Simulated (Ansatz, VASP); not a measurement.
# Sb in VASP and in Ansatz

The input INCAR:

```
SYSTEM = Sb
PREC = Accurate ; ENCUT = 600
EDIFF = 1E-7 ; ISMEAR = -1
SIGMA = 0.15 ; LREAL = .FALSE.
LASPH = .TRUE. ; NELM = 100
ALGO = Normal ; ISIF = 3
LWAVE = .FALSE. ; LCHARG = .FALSE.
GGA = PE ; IBRION = 2
NSW = 80 ; EDIFFG = -0.001
```

KPOINTS

```
regular mesh
0
G
  12 12 12
  0 0 0
```

The input POSCAR:

```
Sb
1.0
    2.1880121828      1.2632494227      3.8420025330
   -2.1880121828      1.2632494227      3.8420025330
    0.0000000000     -2.5264988455      3.8420025330
Sb
2
Direct
    0.2327533316      0.2327533316      0.2327533316
    0.7672466684      0.7672466684      0.7672466684
```

Input for Ansatz:

```yaml
crystal:
  lattice:
    - [2.1880121828, 1.2632494227, 3.842002533]
    - [-2.1880121828, 1.2632494227, 3.842002533]
    - [0.0, -2.5264988455, 3.842002533]
  atoms:
    - { symbol: Sb, position: [0.2327533316, 0.2327533316, 0.2327533316] }
    - { symbol: Sb, position: [0.7672466684, 0.7672466684, 0.7672466684] }
basis:
  ecutwfc: 420
kpoints:
  mp_grid: { grid: [12, 12, 12] }
hamiltonian:
  xc: pbe
scf:
  occupations: { method: fermi_dirac, width: 0.15 }
output:
  forces: true
  stress: true
  eigenvalues: true
relax:
  adjacent_minimum: "off"
  f_tol: 0.001
  max_steps: 60
  cell: { stress_tol: 0.01 }
```

Alike in both runs: task relaxation of cell and atoms; functional PBE; k mesh 12 × 12 × 12; occupations fermi-dirac, width 0.15 eV; no spin polarisation.

```csv
,VASP,Ansatz
version,VASP 6.6.1,Ansatz 0.2.0
potentials or method,"VASP PAW PBE potentials, release 64 (Sb), cutoff 600 eV","scalar-relativistic, plane waves, PAW"
valence electrons in the cell,10,30
```

Ansatz gave:

| Quantity | Value |
| --- | --- |
| gap on the k mesh at the Fermi level, each at its own relaxed structure (eV) | none |
| relaxed volume (Å³/atom) | 31.81 |
| relaxed length of the cell vector where the two differ most in proportion (Å) | 4.600 |

**Question.** Estimate VASP's values.

**Answer.** gap on the k mesh at the Fermi level, each at its own relaxed structure (eV): none; relaxed volume (Å³/atom): 31.71; relaxed length of the cell vector where the two differ most in proportion (Å): 4.586.

A gap of «none» marks a metal or a gap that the smearing closes. VASP's potentials hold 10 valence electrons a cell and Ansatz's 30, so a difference there can come from the potentials and not from the codes.

Neither program's run includes spin-orbit coupling.
